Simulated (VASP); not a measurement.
Si, 2 atoms in the cell. Symmetry: Fd-3m, No. 227, cubic system. Conventional cell: a = 5.190 Å, b = 5.190 Å, c = 5.190 Å, α = 90.00°, β = 90.00°, γ = 90.00°. Si (site symmetry -43m) has 4 Si at 2.25 Å within 3.0 Å. 

| Item | Value |
| --- | --- |
| Program | VASP 6.6.1 |
| Task | single point |
| Functional | LDA |
| Potentials or basis | VASP PAW LDA potentials, release 64 (Si) |
| Cutoff | 520 eV |
| k mesh | 8 × 8 × 8 |
| Occupations | gaussian, width 0.01 eV |
| Spin | no spin polarisation |
| Dipole correction | no |
| Further INCAR settings | ALGO = Normal; EDIFF = 1e-06; NBANDS = 11 |

Potentials or basis: VASP PAW LDA potentials, release 64 (Si).

Command:

```sh
$ cat potpaw_LDA.64/Si/POTCAR > POTCAR
$ mpirun -np 1 vasp_std > vasp.out
```

Hardware: 1 thread of Intel Xeon 6975P-C, with other jobs on the host.

How long does it take, and how much memory?

It took 7.6 s on 1 thread of Intel Xeon 6975P-C, on a shared host, peak memory 0.13 GiB. Counts: scf iterations 11, k points 29.
